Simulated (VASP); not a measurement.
Write the native input for VASP 6.6.1 that does the following.

| Quantity | Value |
| --- | --- |
| Task | single point |
| Functional | PBE |
| Potentials or basis | VASP PAW PBE potentials, release 64 (Cd, H) |
| Cutoff | 520 eV |
| k mesh | 12 × 12 × 12 |
| Occupations | gaussian, width 0.02 eV |
| Spin | no spin polarisation |
| Dipole correction | no |
| Further INCAR settings | ALGO = Normal; EDIFF = 1e-06; NBANDS = 14 |

The structure of CdH2 lies in POSCAR:

```
CdH2
1.0
    1.5852972100      0.9152717709      5.3912327987
   -1.5852972100      0.9152717709      5.3912327987
    0.0000000000     -1.8305435419      5.3912327987
Cd H
1 2
Direct
    0.0000000000      0.0000000000      0.0000000000
    0.2705166162      0.2705166162      0.2705166162
    0.7294833838      0.7294833838      0.7294833838
```

This cell differs from its parent crystal: atoms taken out.

These files were run (other wordings do the same):

INCAR

```
SYSTEM = CdH2
ALGO = Normal ; EDIFF = 1E-6
ENCUT = 520 ; GGA = PE
ISIF = 2 ; ISMEAR = 0
LASPH = .True. ; LCHARG = .False.
LREAL = .False. ; LWAVE = .False.
NBANDS = 14 ; NELM = 80
PREC = Accurate ; SIGMA = 0.02
```

KPOINTS

```
k-points
0
Gamma
  12 12 12
  0 0 0
```

Potentials or basis: VASP PAW PBE potentials, release 64 (Cd, H).

Run with:

```sh
$ cat potpaw_PBE.64/Cd/POTCAR potpaw_PBE.64/H/POTCAR > POTCAR
$ mpirun -np 1 vasp_std > vasp.out
```

Results of the run:

| Property | Result |
| --- | --- |
| Pressure | 0.2 GPa |
| Largest force | 0.024 eV/Å |
| Band gap on the k mesh | 1.77 eV (least direct gap 2.66 eV) |

Caveat: the cell differs from its parent crystal (atoms taken out).

Run time: 2 min on 1 thread of Intel(R) Xeon(R) Platinum 8559C (Emerald Rapids), on a shared host, peak memory 0.33 GiB.
